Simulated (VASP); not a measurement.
Set up this calculation in VASP 6.6.1, as the native input.

```
Task                   : single point
Functional             : LDA
Potentials or basis    : VASP PAW LDA potentials, release 64 (Ga_d, N)
Cutoff                 : 520 eV
k mesh                 : 8 × 8 × 4
Occupations            : gaussian, width 0.01 eV
Spin                   : no spin polarisation
Dipole correction      : no
Further INCAR settings : ALGO = Normal; EDIFF = 1e-06; NBANDS = 26
```

The structure of GaN lies in POSCAR:

```
GaN
1.0
    3.1518145673      0.0000000000      0.0000000000
   -1.5759072837      2.7295514833      0.0000000000
    0.0000000000      0.0000000000      5.1640897249
Ga N
2 2
Direct
    0.3333333333      0.6666666667     -0.0002914737
    0.6666666667      0.3333333333      0.4997085263
    0.3333333333      0.6666666667      0.3752914737
    0.6666666667      0.3333333333      0.8752914737
```

This cell differs from its parent crystal: z stretched by +0.5 %, x and y held.

One way to write it, as run:

INCAR

```
PREC = Accurate
ENCUT = 520
EDIFF = 1E-6
ISMEAR = 0
SIGMA = 0.01
LREAL = False
LASPH = True
NELM = 80
ALGO = Normal
ISIF = 2
LWAVE = False
LCHARG = True
GGA = CA
LELF = True
LVHAR = True
NBANDS = 26
```

KPOINTS

```
regular mesh
0
Gamma
  8 8 4
```

Potentials or basis: VASP PAW LDA potentials, release 64 (Ga_d, N).

Command:

```sh
$ cat potpaw_LDA.64/Ga_d/POTCAR potpaw_LDA.64/N/POTCAR > POTCAR
$ mpirun -np 1 vasp_std > vasp.out
```

It gave:

```yaml
Pressure: 0.0 GPa
Band_gap_on_the_k_mesh: 2.09 eV, direct
```

Caveat: the cell differs from its parent crystal (z stretched by +0.5 %, x and y held).

It took 31 s on 1 thread of AMD EPYC 7R13 Processor (Zen 3), on a shared host, peak memory 0.13 GiB.
